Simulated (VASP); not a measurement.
A run of VASP 6.6.1:

INCAR

```
SYSTEM = CsBa3
PREC = Accurate
ENCUT = 520
EDIFF = 1E-7
ISMEAR = -1
SIGMA = 0.1
LREAL = .False.
LASPH = .True.
NELM = 60
ALGO = Normal
ISIF = 2
LWAVE = .False.
LCHARG = .True.
GGA = CA
LELF = .True.
LVHAR = .True.
NBANDS = 28
```

Contents of KPOINTS:

```
regular mesh
0
Gamma
  7 7 7
  0 0 0
```

POSCAR

```
CsBa3
1.0
    6.9397081090      0.0000000000      0.0000000000
    3.4698540545      6.0099635172      0.0000000000
    3.4698540545      2.0033211724      5.6662479436
Cs Ba
1 3
Direct
    0.0000000000      0.0000000000      0.0000000000
    0.2500000000      0.2500000000      0.2500000000
    0.7500000000      0.7500000000      0.7500000000
    0.5000000000      0.5000000000      0.5000000000
```

Potentials or basis: VASP PAW LDA potentials, release 64 (Cs_sv, Ba_sv).

Command:

```console
$ cat potpaw_LDA.64/Cs_sv/POTCAR potpaw_LDA.64/Ba_sv/POTCAR > POTCAR
$ mpirun -np 1 vasp_std > vasp.out
```

Hardware: 1 thread of Oxide Virtual Turin-like Processor, with other jobs on the host.

Question: How long does it take, and how much memory?

Answer: Run time: 5 min on 1 thread of Oxide Virtual Turin-like Processor (shared host), peak memory 0.32 GiB. Counts: scf iterations 12, k points 20.
